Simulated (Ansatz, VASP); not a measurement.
## Al4CoNi3 in VASP and in Ansatz

```xyz
8
Lattice="5.9076 0.0000 0.0000 0.0000 5.9076 0.0000 0.0000 0.0000 2.9538" Properties=species:S:1:pos:R:3 pbc="T T T"
Al    4.4307    4.4307    0.0000
Al    4.4307    1.4769    0.0000
Al    1.4769    4.4307    0.0000
Al    1.4769    1.4769    0.0000
Co    2.9538    2.9538    1.4769
Ni    0.0000    0.0000    1.4769
Ni    0.0000    2.9538    1.4769
Ni    2.9538    0.0000    1.4769
```

Alike in both runs: task single point; functional PBE; k mesh 4 × 4 × 6; occupations gaussian, width 0.1 eV; collinear spin.

```csv
,VASP,Ansatz
version,VASP 6.6.1,Ansatz 0.2.0
potentials or method,"VASP PAW PBE potentials, release 64 (Al, Co, Ni), cutoff 520 eV","scalar-relativistic, plane waves, PAW"
valence electrons in the cell,51,83
```

|  | VASP | Ansatz | Ansatz less VASP |
| --- | --- | --- | --- |
| gap on the k mesh at the Fermi level (eV) | none | none | - |
| pressure (GPa) | -9.6 | -9.6 | -0.03 |
| traceless stress, the component that is largest in VASP (GPa) | -0.41 | -0.39 | +0.024 |
| rms of the force components (eV/Å) | 0.070 | 0.068 | -0.0017 |
| net moment per atom (μB) | 0.12 | 0.12 | +0.002 |
| size of the moment on the site where the two differ most (μB) | 0.74 | 0.76 | +0.019 |

Site moments also hang on the region over which each program counts them. Atom by atom the forces differ by 0.002 eV/Å (rms over components). A gap of «none» marks a metal or a gap that the smearing closes. VASP's potentials hold 51 valence electrons a cell and Ansatz's 83, so a difference there can come from the potentials and not from the codes.
